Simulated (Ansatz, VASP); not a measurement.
Two plane-wave programs on ZnS

```
CELL_PARAMETERS angstrom
3.55888 0.00000 0.00000
-1.77944 3.08208 0.00000
0.00000 0.00000 7.00957
ATOMIC_POSITIONS crystal
Zn 0.33333 0.66667 0.00544
Zn 0.66667 0.33333 0.50544
S 0.33333 0.66667 0.37956
S 0.66667 0.33333 0.87956
```

Alike in both runs: task single point; functional PBEsol; k mesh 9 × 9 × 6; occupations gaussian, width 0.05 eV; no spin polarisation.

|  | VASP | Ansatz |
| --- | --- | --- |
| version | VASP 6.6.1 | Ansatz 0.2.0 |
| potentials or method | VASP PAW PBE potentials, release 64 (Zn, S), cutoff 520 eV | scalar-relativistic, plane waves, PAW |
| valence electrons in the cell | 36 | 36 |

Ansatz gave:

```
gap on the k mesh at the Fermi level (eV)                     : 1.15
least direct gap on the mesh (eV)                             : 1.15
pressure (GPa)                                                : 3.7
traceless stress, the component that is largest in VASP (GPa) : -14.32
rms of the force components (eV/Å)                            : 0.341
```

Question: Estimate VASP's values.

Answer: gap on the k mesh at the Fermi level (eV): 1.14; least direct gap on the mesh (eV): 1.14; pressure (GPa): 3.9; traceless stress, the component that is largest in VASP (GPa): -14.40; rms of the force components (eV/Å): 0.348.

VASP's potentials were made for PBE, not for PBEsol. Atom by atom the forces differ by 0.007 eV/Å (rms over components).
